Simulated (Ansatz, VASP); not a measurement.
One calculation of Al, two programs

Contents of INCAR:

```
SYSTEM = Al
PREC     = Accurate       ! precision mode
ENCUT    = 520            ! plane-wave cutoff, eV
EDIFF    = 1E-6           ! SCF threshold, eV
ISMEAR   = -1             ! smearing method
SIGMA    = 0.1            ! smearing width, eV
LREAL    = .False.        ! projectors in reciprocal space
LASPH    = .True.         ! aspherical terms in the spheres
NELM     = 60             ! most SCF steps
ALGO     = Normal         ! electronic algorithm
ISIF     = 2              ! what is computed and relaxed
LWAVE    = .False.        ! write WAVECAR
LCHARG   = .False.        ! write CHGCAR
GGA      = RP             ! functional
NBANDS   = 8              ! bands
```

File KPOINTS:

```
regular mesh
0
Gamma
  15 15 15
  0 0 0
```

POSCAR

```
Al
1.0
   -1.5838021754      1.5838021754      1.5838021754
    1.5838021754     -1.5838021754      1.5838021754
    1.5838021754      1.5838021754     -1.5838021754
Al
1
Direct
    0.0000000000      0.0000000000      0.0000000000
```

Input for Ansatz:

```yaml
crystal:
  lattice:
    - [-1.5838021754, 1.5838021754, 1.5838021754]
    - [1.5838021754, -1.5838021754, 1.5838021754]
    - [1.5838021754, 1.5838021754, -1.5838021754]
  atoms:
    - { symbol: Al, position: [0.0, 0.0, 0.0] }
hamiltonian:
  xc: rpbe
  pseudopotentials:
    kind: paw
    azcp:
      Al: "pseudopotentials/Al.paw.azcp"
basis:
  ecutwfc: 420
  fft_grid_basis: typed
kpoints:
  mp_grid: { grid: [15, 15, 15], shift: [0, 0, 0] }
magnetization:
  spin_polarized: false
scf:
  occupations: { method: fermi_dirac, width: 0.1 }
  lower_state_search: "off"
output:
  stress: true
```

Alike in both runs: task single point; functional RPBE; k mesh 15 × 15 × 15; occupations fermi-dirac, width 0.1 eV; no spin polarisation.

```csv
,VASP,Ansatz
version,VASP 6.6.1,Ansatz 0.2.0
potentials or method,"VASP PAW PBE potentials, release 64 (Al), cutoff 520 eV","plane waves (420 eV) with PAW, scalar-relativistic"
valence electrons in the cell,3,3
```

```csv
,VASP,Ansatz,Ansatz less VASP
pressure (GPa),6.3,6.5,+0.20
```

VASP's potentials were made for PBE, not for RPBE. With one functional, cell and mesh, what is left measures potentials, basis and numerics.
